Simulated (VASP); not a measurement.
SiC, 4 atoms in the cell. It takes space group P6_3mc (No. 186, hexagonal). Conventional cell: a = 3.075 Å, b = 3.075 Å, c = 5.048 Å, α = 90.00°, β = 90.00°, γ = 120.00°. Within 2.5 Å of Si (site symmetry 3m) lie 4 C at 1.88 to 1.90 Å. Within 2.5 Å of C (site symmetry 3m) lie 4 Si at 1.88 to 1.90 Å. 

* Program: VASP 6.6.1
* Task: single point
* Functional: r2SCAN
* Potentials or basis: VASP PAW PBE potentials, release 64 (Si, C)
* Cutoff: 520 eV
* k mesh: 12 × 12 × 6
* Occupations: gaussian, width 0.01 eV
* Spin: no spin polarisation
* Dipole correction: no
* Further INCAR settings: ALGO = Normal; EDIFF = 1e-06; NBANDS = 16

Potentials or basis: VASP PAW PBE potentials, release 64 (Si, C).

Launch:

```sh
$ cat potpaw_PBE.64/Si/POTCAR potpaw_PBE.64/C/POTCAR > POTCAR
$ cp INCAR.step1 INCAR
$ mpirun -np 1 vasp_std > vasp.out
$ cp INCAR.step2 INCAR
$ mpirun -np 1 vasp_std > vasp.out
```

Hardware: 1 thread of Intel(R) Xeon(R) Platinum 8259CL CPU @ 2.50GHz (Skylake/Cascade Lake), on a shared host.

Question: Estimate the wall time of this run.

Answer: Wall time 2.2 min on 1 thread of Intel(R) Xeon(R) Platinum 8259CL CPU @ 2.50GHz (Skylake/Cascade Lake), with other jobs on the host, peak memory 0.18 GiB. Counts: k points 76.
